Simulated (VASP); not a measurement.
**InP (rocksalt type): relaxation of cell and atoms with PBE**

The system is InP (rocksalt type).

```
In P
1.0
     0.00000    2.57080    2.57080
     2.57080    0.00000    2.57080
     2.57080    2.57080    0.00000
In P
1 1
Direct
  0.00000 0.00000 0.00000
  0.50000 0.50000 0.50000
```

```json
{"Program": "VASP 6.6.1", "Task": "relaxation of cell and atoms", "Functional": "PBE", "Potentials or basis": "VASP PAW PBE potentials, release 64 (In_d, P)", "Cutoff": "600 eV", "k mesh": "13 × 13 × 13", "Occupations": "fermi-dirac, width 0.05 eV", "Spin": "no spin polarisation", "Dipole correction": "no", "Further INCAR settings": "ALGO = Normal; EDIFF = 1e-07; IBRION = 2; EDIFFG = -0.005; NSW = 60; ISIF = 3"}
```

- Relaxed volume: 21.23 Å³/atom
- Relaxed cell: a = 3.916 Å, b = 3.916 Å, c = 3.916 Å, α = 60.00°, β = 60.00°, γ = 60.00°
- Space group after relaxing (to 0.1 Å): Fm-3m (No. 225)
- Energy gained by relaxing: 300.5 meV/atom
- Ionic steps: 18
- Pressure after relaxing: 0.0 GPa
- Band gap on the k mesh: zero (bands 9 and 10 overlap by 2.60 eV)

The path:
| step | energy change (eV) | largest force (eV/Å) | pressure (GPa) | volume (Å³) |
| --- | --- | --- | --- | --- |
| 1 | 0.0000 | 0.0000 | 28.05 | 33.98 |
| 2 | -0.3390 | 0.0000 | -8.42 | 50.81 |
| 3 | -0.6010 | 0.0000 | -0.14 | 42.56 |
| 4 | -0.6010 | 0.0000 | 0.18 | 42.38 |
| 5 | -0.6010 | 0.0000 | 0.18 | 42.38 |
| 6 | -0.6010 | 0.0000 | 0.17 | 42.38 |
| 7 | -0.6010 | 0.0000 | 0.17 | 42.38 |
| 8 | -0.6010 | 0.0000 | 0.17 | 42.38 |
| 9 | -0.6010 | 0.0000 | 0.17 | 42.38 |
| 10 | -0.6010 | 0.0000 | 0.17 | 42.38 |
| 11 | -0.6010 | 0.0000 | 0.17 | 42.38 |
| 12 | -0.6010 | 0.0000 | 0.17 | 42.38 |
| 13 | -0.6010 | 0.0000 | 0.18 | 42.38 |
| 14 | -0.6010 | 0.0000 | 0.16 | 42.38 |
| 15 | -0.6010 | 0.0000 | 0.15 | 42.39 |
| 16 | -0.6010 | 0.0000 | 0.13 | 42.40 |
| 17 | -0.6010 | 0.0000 | 0.10 | 42.42 |
| 18 | -0.6010 | 0.0000 | 0.02 | 42.46 |

Final structure:
```xyz
2
Lattice="0.0000 2.7691 2.7691 2.7691 0.0000 2.7691 2.7691 2.7691 0.0000" Properties=species:S:1:pos:R:3 pbc="T T T"
In    0.0000    0.0000    0.0000
P     2.7691    2.7691    2.7691
```

Levels at points of the mesh, in eV from the Fermi level:
| k point | band 5 | band 6 | band 7 | band 8 | band 9 | band 10 | band 11 | band 12 | band 13 |
| --- | --- | --- | --- | --- | --- | --- | --- | --- | --- |
| (0.00, 0.00, 0.00) | -14.19 | -12.00 | -0.27 | -0.27 | -0.27 | 0.54 | 7.11 | 7.11 | 7.11 |

Wall time 6.5 min on 1 thread of Intel Xeon 8259CL (shared host), peak memory 0.21 GiB.

Caveat: the volume moved by over 15 % at a fixed basis, so the end points are rough; spin-orbit coupling is left out, which moves the levels of the heavy elements.
